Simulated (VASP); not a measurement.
Here is a VASP 6.6.1 calculation.

The input INCAR:

```
SYSTEM = Al
PREC = Accurate
ENCUT = 520
EDIFF = 1E-6
ISMEAR = 0
SIGMA = 0.15
LREAL = .FALSE.
LASPH = .TRUE.
NELM = 80
ALGO = Normal
ISIF = 2
LWAVE = .FALSE.
LCHARG = .TRUE.
GGA = PS
IVDW = 12
LELF = .TRUE.
LVHAR = .TRUE.
NBANDS = 14
```

File KPOINTS:

```
Automatic mesh
0
G
  18 18 6
  0 0 0
```

POSCAR

```
Al
1.0
    2.8764419319      0.0000000000      0.0000000000
   -1.4382209659      2.4910717855      0.0000000000
    0.0000000000      0.0000000000      8.8893561462
Al
4
Direct
    0.0000000000      0.0000000000      0.0000000000
    0.3333333333      0.6666666667      0.2500000000
    0.0000000000      0.0000000000      0.5000000000
    0.6666666667      0.3333333333      0.7500000000
```

Potentials or basis: VASP PAW PBE potentials, release 64 (Al).

The run is started by

```sh
$ cat potpaw_PBE.64/Al/POTCAR > POTCAR
$ mpirun -np 1 vasp_std > vasp.out
```

(1) Predict the band gap on the k mesh.

(2) Predict the dispersion energy per atom.

(3) Estimate the pressure.

## Answers

(1) zero (band 6 reaches 13.05 eV, above the bottom of band 7 at 6.59 eV).

(2) -0.329 eV.

(3) -1.3 GPa.

Caveat: the PAW data sets were made with another functional, which shifts forces and pressure a little; pairwise dispersion overbinds metals, which lowers pressure and volume.
